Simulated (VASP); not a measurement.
A run of VASP 6.6.1 is set up as follows.

Contents of INCAR:

```
ALGO = Normal ; EDIFF = 1E-7
ENCUT = 520 ; GGA = PE
ISIF = 2 ; ISMEAR = 0
ISPIN = 2 ; LASPH = T
LCHARG = F ; LDAU = T
LDAUJ = 0 0 ; LDAUL = 2 -1
LDAUPRINT = 1 ; LDAUTYPE = 2
LDAUU = 7 0 ; LMAXMIX = 4
LORBIT = 11 ; LREAL = F
LWAVE = F ; MAGMOM = 3 0
NBANDS = 18 ; NELM = 150
PREC = Accurate ; SIGMA = 0.05
```

KPOINTS

```
k-points
0
Gamma
  16 16 16
```

POSCAR

```
CoO
1.0
    2.6161540276      0.0000000000      0.0000000000
    0.0000000000      2.6161540276      0.0000000000
    0.0000000000      0.0000000000      2.6161540276
Co O
1 1
Direct
    0.0000000000      0.0000000000      0.0000000000
    0.5000000000      0.5000000000      0.5000000000
```

Potentials or basis: VASP PAW PBE potentials, release 64 (Co, O).

Command:

```sh
$ cat potpaw_PBE.64/Co/POTCAR potpaw_PBE.64/O/POTCAR > POTCAR
$ mpirun -np 1 vasp_std > vasp.out
```

(1) Predict the band gap on the k mesh.

(2) Estimate the pressure.

(3) What does it give for the net moment?

(4) Estimate the site moments.

Results:

(1) 1.50 eV (least direct gap 2.48 eV).

(2) 4.9 GPa.

(3) 3.00 μB per cell.

(4) Co +2.83; O +0.16 μB.

Caveat: the cell stands under pressure; a cell with one magnetic atom can't hold antiferromagnetic order, which such compounds often take.
